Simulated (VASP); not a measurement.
Write the native input for VASP 6.6.1 that does the following.

```yaml
Task: single point
Functional: PBE
Potentials_or_basis: VASP PAW PBE potentials, release 64 (C)
Cutoff: 520 eV
k_mesh: 30 × 30 × 1
Occupations: gaussian, width 0.05 eV
Spin: no spin polarisation
Dipole_correction: no
Further_INCAR_settings: ALGO = Normal; EDIFF = 1e-06; NBANDS = 11
```

The structure of C lies in POSCAR:

```
C
1.0
    2.4562275100      0.0000000000      0.0000000000
   -1.2281137500      2.1271554200      0.0000000000
    0.0000000000      0.0000000000     13.0001609700
C
2
Direct
    0.3333333300      0.6666666700      0.5000000000
    0.6666666700      0.3333333300      0.5000000000
```

One way to write it, as run:

INCAR

```
SYSTEM = C
  PREC = Accurate
  ENCUT = 520
  EDIFF = 1E-6
  ISMEAR = 0
  SIGMA = 0.05
  LREAL = .FALSE.
  LASPH = .TRUE.
  NELM = 60
  ALGO = Normal
  ISIF = 2
  LWAVE = .FALSE.
  LCHARG = .FALSE.
  GGA = PE
  NBANDS = 11
```

KPOINTS

```
Automatic mesh
0
G
  30 30 1
  0 0 0
```

Potentials or basis: VASP PAW PBE potentials, release 64 (C).

Launch:

```sh
$ cat potpaw_PBE.64/C/POTCAR > POTCAR
$ mpirun -np 1 vasp_std > vasp.out
```

It gave:

- Band gap on the k mesh: zero (filled and empty bands touch)

Wall time 92 s on 1 thread of Intel(R) Xeon(R) Platinum 8259CL CPU @ 2.50GHz (Skylake/Cascade Lake), on a shared host, peak memory 0.19 GiB.
